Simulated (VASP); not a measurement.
# NaCl (Fm-3m) in VASP: notebook

Runs on NaCl. Level: PBE. Tasks: single point.

All numbers are computed with VASP 6.6.1; they aren't measurements. Logs are shortened: lines on timing, memory, paths and dates and some standing lists are left out, and cuts for length are marked.

## (1) The cell of the first run

The structure is cubic, space group Fm-3m (No. 225). The conventional cell has a = 5.511 Å, b = 5.511 Å, c = 5.511 Å, α = 90.00°, β = 90.00°, γ = 90.00°. Na (site symmetry m-3m) has 6 Cl at 2.76 Å within 3.6 Å. Cl (site symmetry m-3m) has 6 Na at 2.76 Å within 3.6 Å.

## (2) Single point, PBE (volume changed by -5%)

Input file INCAR:

```
SYSTEM = NaCl
PREC = Accurate ; ENCUT = 520
EDIFF = 1E-7 ; ISMEAR = 0
SIGMA = 0.01 ; LREAL = .False.
LASPH = .True. ; NELM = 60
ALGO = Normal ; ISIF = 2
LWAVE = .False. ; LCHARG = .False.
GGA = PE ; NBANDS = 14
```

Input file KPOINTS:

```
Automatic mesh
0
Gamma
  4 4 4
  0 0 0
```

Input file POSCAR:

```
NaCl
1.0
    0.0000000000      2.7552783852      2.7552783852
    2.7552783852      0.0000000000      2.7552783852
    2.7552783852      2.7552783852      0.0000000000
Na Cl
1 1
Direct
    0.0000000000      0.0000000000      0.0000000000
    0.5000000000      0.5000000000      0.5000000000
```

Potentials or basis: VASP PAW PBE potentials, release 64 (Na_pv, Cl).

Launch:

```bash
> cat potpaw_PBE.64/Na_pv/POTCAR potpaw_PBE.64/Cl/POTCAR > POTCAR
> mpirun -np 1 vasp_std > vasp.out
```

OUTCAR:

```text
SYSTEM = NaCl
   PREC = Accurate
   ENCUT = 520
   EDIFF = 1E-7
   ISMEAR = 0
   LREAL = .False.
   LASPH = .True.
   NELM = 60
   ISIF = 2
   GGA = PE

 ion  position               nearest neighbor table
   1  0.000  0.000  0.000-
   2  0.500  0.500  0.500-

  LATTYP: Found a face centered cubic cell.
 ALAT       =     5.5105567704

  Lattice vectors:

 A1 = (   0.0000000000,   2.7552783852,   2.7552783852)
 A2 = (   2.7552783852,   0.0000000000,   2.7552783852)
 A3 = (   2.7552783852,   2.7552783852,   0.0000000000)

Analysis of symmetry for initial positions (statically):
=====================================================================
 Subroutine PRICEL returns:
 Original cell was already a primitive cell.

 Routine SETGRP: Setting up the symmetry group for a
 face centered cubic supercell.

 Subroutine GETGRP returns: Found 48 space group operations
 (whereof 48 operations were pure point group operations)
 out of a pool of 48 trial point group operations.

The static configuration has the point symmetry O_h .

Analysis of symmetry for dynamics (positions and initial velocities):
=====================================================================
 Subroutine PRICEL returns:
 Original cell was already a primitive cell.

 Routine SETGRP: Setting up the symmetry group for a
 face centered cubic supercell.

 Subroutine GETGRP returns: Found 48 space group operations
 (whereof 48 operations were pure point group operations)
 out of a pool of 48 trial point group operations.

The dynamic configuration has the point symmetry O_h .

 Subroutine INISYM returns: Found 48 space group operations
 (whereof 48 operations are pure point group operations),
 and found     1 'primitive' translations

----------------------------------------------------------------------------------------

                                     Primitive cell

  volume of cell :      41.8337

  direct lattice vectors                    reciprocal lattice vectors
     0.000000000  2.755278385  2.755278385    -0.181469866  0.181469866  0.181469866
     2.755278385  0.000000000  2.755278385     0.181469866 -0.181469866  0.181469866
     2.755278385  2.755278385  0.000000000     0.181469866  0.181469866 -0.181469866

  length of vectors
     3.896552060  3.896552060  3.896552060     0.314315028  0.314315028  0.314315028

  position of ions in fractional coordinates (direct lattice)
     0.000000000  0.000000000  0.000000000
     0.500000000  0.500000000  0.500000000

  ion indices of the primitive-cell ions
   primitive index   ion index
                 1           1
                 2           2

----------------------------------------------------------------------------------------

 KPOINTS: Automatic mesh

Automatic generation of k-mesh.
 Grid dimensions read from file:
 generate k-points for:    4    4    4

 Generating k-lattice:

  Cartesian coordinates                     Fractional coordinates (reciprocal lattice)
    -0.045367467  0.045367467  0.045367467     0.250000000  0.000000000  0.000000000
     0.045367467 -0.045367467  0.045367467     0.000000000  0.250000000  0.000000000
     0.045367467  0.045367467 -0.045367467     0.000000000  0.000000000  0.250000000

  Length of vectors
     0.078578757  0.078578757  0.078578757

  Shift w.r.t. Gamma in fractional coordinates (k-lattice)
     0.000000000  0.000000000  0.000000000

 Subroutine IBZKPT returns following result:
 ===========================================

 Found      8 irreducible k-points:

 Following reciprocal coordinates:
            Coordinates               Weight
  0.000000  0.000000  0.000000      1.000000
  0.250000  0.000000  0.000000      8.000000
  0.500000  0.000000  0.000000      4.000000
  0.250000  0.250000  0.000000      6.000000
  0.500000  0.250000  0.000000     24.000000
 -0.250000  0.250000  0.000000     12.000000
  0.500000  0.500000  0.000000      3.000000
 -0.250000  0.500000  0.250000      6.000000
   k-points           NKPTS =      8   k-points in BZ     NKDIM =      8   number of bands    NBANDS=     14
   number of dos      NEDOS =    301   number of ions     NIONS =      2
   total plane-waves  NPLWV =  27000
   dimension x,y,z NGX =    30 NGY =   30 NGZ =   30
   dimension x,y,z NGXF=    60 NGYF=   60 NGZF=   60
   ions per type =               1   1
   NGX,Y,Z   is equivalent  to a cutoff of  12.80, 12.80, 12.80 a.u.
   NGXF,Y,Z  is equivalent  to a cutoff of  25.60, 25.60, 25.60 a.u.
 SYSTEM =  NaCl
   PREC   = accura    normal or accurate (medium, high low for compatibility)
   ISTART =      0    job   : 0-new  1-cont  2-samecut
   ICHARG =      2    charge: 1-file 2-atom 10-const
   ISPIN  =      1    spin polarized calculation?
   LNONCOLLINEAR =      F non collinear calculations
   LSORBIT =      F    spin-orbit coupling
   LASPH  =      T    aspherical Exc in radial PAW
   ENCUT  =  520.0 eV  38.22 Ry    6.18 a.u.   7.25  7.25  7.25*2*pi/ulx,y,z
   NELM   =     60;   NELMIN=  2; NELMDL= -5     # of ELM steps
   EDIFF  = 0.1E-06   stopping-criterion for ELM
   LREAL  =      F    real-space projection
   EDIFFG = 0.1E-05   stopping-criterion for IOM
   NSW    =      0    number of steps for IOM
   IBRION =     -1    ionic relax: 0-MD 1-quasi-New 2-CG
   NFREE  =      0    steps in history (QN), initial steepest desc. (CG)
   ISIF   =      2    stress and relaxation
   ISYM   =      2    0-nonsym 1-usesym 2-fastsym
   POTIM  = 0.5000    time-step for ionic-motion
   TEBEG  =    0.0;   TEEND  =   0.0 temperature during run
   PSTRESS=    0.0 pullay stress
   NELECT =      14.0000    total number of electrons
   NUPDOWN=      -1.0000    fix difference up-down
   EMIN   =  10.00;   EMAX   =-10.00  energy-range for DOS
   EFERMI =   0.00;   METHOD = LEGACY
   ISMEAR =     0;   SIGMA  =   0.01  broadening in eV -4-tet -1-fermi 0-gaus
   EFERMI_NEDOS =   21; number of points for ismear=-14 and -15
   IALGO  =     38    algorithm
   IMIX   =      4    mixing-type and parameters
     AMIX     =   0.40;   BMIX     =  1.00
     AMIX_MAG =   1.60;   BMIX_MAG =  1.00
  volume/ion in A,a.u.               =      20.92       141.15
  Fermi-wavevector in a.u.,A,eV,Ry     =   1.136603  2.147868 17.576901  1.291866
  Thomas-Fermi vector in A             =   2.273308
   LORBIT       =      0    0 simple, 1 ext, 2 COOP (PROOUT), +10 PAW based schemes
   GGA     = PE    functional components
   LHFCALC =     F    Hartree Fock is set to
   AEXX    =    0.0000 exact exchange contribution
   IVDW    =     0    specifies the selected vdW correction
   LEPSILON=     F    determine dielectric tensor
   LRPA    =     F    only Hartree local field effects (RPA)
 non-spin polarized calculation
 Gauss-broadening in eV      SIGMA  =   0.01
  energy-cutoff  :      520.00
  volume of cell :       41.83
 maximum number of plane-waves:      1158
 NGX is ok and might be reduce to    30
   NGX = 15   NGY = 15   NGZ = 15

 number of electron      14.0000008 magnetization

 Free energy of the ion-electron system (eV)
  ---------------------------------------------------
  ext. energy  EPLUGINS =         0.00000000
  ---------------------------------------------------
  free energy    TOTEN  =        -6.73841652 eV

  energy without entropy =       -6.73841652  energy(sigma->0) =       -6.73841652

 E-fermi :  -0.2237     XC(G=0):  -8.4670

 val. band max:       -0.3059024523   @ k =   0.0000   0.0000   0.0000
 cond. band min:       5.0828144623   @ k =   0.0000   0.0000   0.0000
 fundamental gap:      5.3887169146
 Fermi energy:        -0.2237184772

 k-point     1 :       0.0000    0.0000    0.0000
  band No.  band energies     occupation
      1     -21.0034      2.00000
      2     -21.0034      2.00000
      3     -21.0034      2.00000
      4     -13.1323      2.00000
      5      -0.3059      2.00000
      6      -0.3059      2.00000
      7      -0.3059      2.00000
      8       5.0828      0.00000
      9      10.8771      0.00000
     10      10.8771      0.00000
     11      10.8771      0.00000
     12      13.1313      0.00000
     13      13.1313      0.00000
     14      14.8556      0.00000

 k-point     2 :       0.2500    0.0000    0.0000
  band No.  band energies     occupation
      1     -21.0239      2.00000
      2     -21.0048      2.00000
      3     -21.0048      2.00000
      4     -12.9319      2.00000
      5      -1.5249      2.00000
      6      -0.4635      2.00000
      7      -0.4635      2.00000
      8       6.5809      0.00000
      9       9.8802      0.00000
     10      11.2269      0.00000
     11      11.2269      0.00000
     12      13.1366      0.00000
     13      13.1366      0.00000
     14      15.8694      0.00000

 k-point     3 :       0.5000    0.0000    0.0000
  band No.  band energies     occupation
      1     -21.0441      2.00000
      2     -21.0062      2.00000
      3     -21.0062      2.00000
      4     -12.7173      2.00000
      5      -2.4493      2.00000
      6      -0.6108      2.00000
      7      -0.6108      2.00000
      8       7.0879      0.00000
      9      10.8318      0.00000
     10      10.8318      0.00000
     11      10.9013      0.00000
     12      15.1483      0.00000
     13      16.1591      0.00000
     14      16.1591      0.00000
[... 52 lines left out ...]
 k-point     7 :       0.5000    0.5000    0.0000
  band No.  band energies     occupation
      1     -21.0306      2.00000
      2     -21.0143      2.00000
      3     -21.0143      2.00000
      4     -12.6669      2.00000
      5      -2.1554      2.00000
      6      -0.9716      2.00000
      7      -0.9716      2.00000
      8       7.4317      0.00000
      9       7.7039      0.00000
     10      11.5224      0.00000
     11      15.1089      0.00000
     12      15.1089      0.00000
     13      15.2201      0.00000
     14      17.0299      0.00000

 k-point     8 :      -0.2500    0.5000    0.2500
  band No.  band energies     occupation
      1     -21.0224      2.00000
      2     -21.0224      2.00000
      3     -21.0175      2.00000
      4     -12.6437      2.00000
      5      -1.6343      2.00000
      6      -1.6343      2.00000
      7      -1.1541      2.00000
      8       8.8096      0.00000
      9       9.5768      0.00000
     10       9.5768      0.00000
     11      11.4058      0.00000
     12      15.9489      0.00000
     13      15.9489      0.00000
     14      16.4841      0.00000

------------------------ aborting loop because EDIFF is reached ----------------------------------------

  FORCE on cell =-STRESS in cart. coord.  units (eV):
  Direction    XX          YY          ZZ          XY          YZ          ZX
  --------------------------------------------------------------------------------------
  -------------------------------------------------------------------------------------
  Total        0.7724965      0.7724965      0.7724965      0.0000000      0.0000000     -0.0000000
  in kB       29.5856183     29.5856183     29.5856183      0.0000000      0.0000000     -0.0000000
  external PRESSURE =      29.5856183 kB  Pullay stress =       0.0000000 kB

 VOLUME and BASIS-vectors are now :
 -----------------------------------------------------------------------------
  energy-cutoff  :      520.00
  volume of cell :       41.83
      direct lattice vectors                 reciprocal lattice vectors
     0.000000000  2.755278385  2.755278385    -0.181469866  0.181469866  0.181469866
     2.755278385  0.000000000  2.755278385     0.181469866 -0.181469866  0.181469866
     2.755278385  2.755278385  0.000000000     0.181469866  0.181469866 -0.181469866

 POSITION                                       TOTAL-FORCE (eV/Angst)
 -----------------------------------------------------------------------------------
      0.00000      0.00000      0.00000         0.000000      0.000000      0.000000
      2.75528      2.75528      2.75528        -0.000000     -0.000000     -0.000000
 -----------------------------------------------------------------------------------
    total drift:                               -0.000000      0.000000      0.000000

  FREE ENERGIE OF THE ION-ELECTRON SYSTEM (eV)
  ---------------------------------------------------
  free  energy   TOTEN  =        -6.7384165209 eV

  energy  without entropy=       -6.7384165209  energy(sigma->0) =       -6.73841652
```

Wall time 8.7 s (1 thread of Intel Xeon 6975P-C, shared host); peak memory 0.15 GiB.

Results:

```yaml
Free_energy: -6.7384 eV
Pressure: 3.0 GPa
Band_gap_on_the_k_mesh: 5.39 eV, direct
```

Levels at points of the mesh, in eV from the valence-band top:
```tsv
k point	band 5	band 6	band 7	band 8	band 9	band 10
(0.00, 0.00, 0.00)	0.00	0.00	0.00	5.39	11.18	11.18
(0.50, 0.00, 0.00)	-2.14	-0.30	-0.30	7.39	11.14	11.14
(0.50, 0.50, 0.00)	-1.85	-0.67	-0.67	7.74	8.01	11.83
```

Caveat: the k points lie up to 0.49 Å⁻¹ apart.

## (3) Single point, PBE (volume changed by -10%)

Input file INCAR:

```
ALGO = Normal
EDIFF = 1E-6
ENCUT = 520
GGA = PE
ISIF = 2
ISMEAR = 0
LASPH = True
LCHARG = False
LREAL = False
LWAVE = False
NBANDS = 14
NELM = 80
PREC = Accurate
SIGMA = 0.01
```

Input file KPOINTS:

```
k-points
0
Gamma
  4 4 4
```

Input file POSCAR:

```
NaCl
1.0
    0.0000000000      2.7060664275      2.7060664275
    2.7060664275      0.0000000000      2.7060664275
    2.7060664275      2.7060664275      0.0000000000
Na Cl
1 1
Direct
    0.0000000000      0.0000000000      0.0000000000
    0.5000000000      0.5000000000      0.5000000000
```

Potentials or basis: VASP PAW PBE potentials, release 64 (Na_pv, Cl).

Launch:

```bash
> cat potpaw_PBE.64/Na_pv/POTCAR potpaw_PBE.64/Cl/POTCAR > POTCAR
> mpirun -np 1 vasp_std > vasp.out
```

Run time: 5.4 s. Hardware: 1 thread of Intel Xeon 6975P-C, shared host; peak memory 0.14 GiB.

The run converged. Its results:

| Property | Result |
| --- | --- |
| Free energy | -6.6825 eV |
| Pressure | 5.2 GPa |
| Band gap on the k mesh | 5.63 eV, direct |

Levels at points of the mesh, in eV from the valence-band top:
| k point | band 5 | band 6 | band 7 | band 8 | band 9 | band 10 |
| --- | --- | --- | --- | --- | --- | --- |
| (0.00, 0.00, 0.00) | 0.00 | 0.00 | 0.00 | 5.63 | 11.22 | 11.22 |
| (0.50, 0.00, 0.00) | -2.33 | -0.34 | -0.34 | 7.48 | 11.26 | 11.26 |
| (0.50, 0.50, 0.00) | -2.01 | -0.73 | -0.73 | 7.89 | 7.94 | 12.24 |

Caveat: the k points lie up to 0.50 Å⁻¹ apart.
